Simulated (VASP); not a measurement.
Runs of VASP 6.6.1 on CoO. The structure is that of space group F-43m (No. 216), or close to it. The cells are those of the table. 

| level | potentials or basis | cell | gap on the mesh (eV) | pressure (GPa) | moment (μB) | largest force (eV/Å) |
| --- | --- | --- | --- | --- | --- | --- |
| r2SCAN | VASP PAW PBE potentials, release 64 (Co, O) | a = 3.121 Å, angles 60.9°, 2 atoms | none | 10.0 | 2.96 | 0.43 |
| LDA | VASP PAW LDA potentials, release 64 (Co, O) | a = 3.164 Å, angles 60.9°, 2 atoms | none | (a) | 2.41 | 0.20 |
| LDA | VASP PAW LDA potentials, release 64 (Co, O) | a = 3.185 Å, angles 60.9°, 2 atoms | none | -18.7 | 2.55 | 0.17 |
| r2SCAN | VASP PAW PBE potentials, release 64 (Co, O) | a = 3.099 Å, angles 60.9°, 2 atoms | none | 13.5 | 2.94 | 0.46 |
| LDA | VASP PAW LDA potentials, release 64 (Co, O) | a = 3.121 Å, angles 60.9°, 2 atoms | none | (c) | 1.83 | 0.25 |
| LDA | VASP PAW LDA potentials, release 64 (Co, O) | a = 3.143 Å, angles 60.9°, 2 atoms | none | -16.9 | 2.20 | 0.22 |
| LDA | VASP PAW LDA potentials, release 64 (Co, O) | a = 3.099 Å, angles 60.9°, 2 atoms | none | -15.1 | (b) | 0.29 |

Alike in all rows: task single point; spin collinear, ferromagnetic start; k mesh 10 × 10 × 10; cutoff (eV) 520; smearing fermi-dirac 0.05 eV.

Estimate the missing entries.

(a) -17.6; (b) 1.72; (c) -17.0.

Caveats: a cell with one magnetic atom can't hold antiferromagnetic order, which such compounds often take; semilocal functionals often make such compounds metallic where correlation or magnetic order opens a gap, which also shifts bond lengths; the cell stands under tension (at least some runs); the PAW data sets were made with another functional, which shifts forces and pressure a little (at least some runs); the stress differs along the axes, from 7 to 15 GPa (at least some runs); the stress differs along the axes, from 11 to 19 GPa (at least some runs).

A gap of «none» marks levels without a gap at the run's occupations.
